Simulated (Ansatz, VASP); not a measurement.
## One calculation of GaN, two programs

```
CELL_PARAMETERS angstrom
3.19272 0.00000 0.00000
-1.59636 2.76498 0.00000
0.00000 0.00000 5.15505
ATOMIC_POSITIONS crystal
Ga 0.33333 0.66667 0.00000
Ga 0.66667 0.33333 0.50000
N 0.33333 0.66667 0.37500
N 0.66667 0.33333 0.87500
```

Alike in both runs: task relaxation of the atoms; functional LDA; k mesh 9 × 9 × 6; no spin polarisation.

|  | VASP | Ansatz |
| --- | --- | --- |
| version | VASP 6.6.1 | Ansatz 0.2.0 |
| potentials or method | VASP PAW LDA potentials, release 64 (Ga_d, N) | scalar-relativistic, plane waves, PAW |
| plane-wave cutoff (eV) | 520 | 420 |
| occupations | gaussian, width 0.01 eV | fixed |
| valence electrons in the cell | 36 | 36 |

```tsv
	VASP	Ansatz	Ansatz less VASP
gap on the k mesh at the Fermi level, each at its own relaxed structure (eV)	1.97	1.96	-0.017
```

LDA's correlation is that of Perdew and Zunger in VASP and of Perdew and Wang (1992) in Ansatz. Ansatz's warnings: stress scf threshold loose.
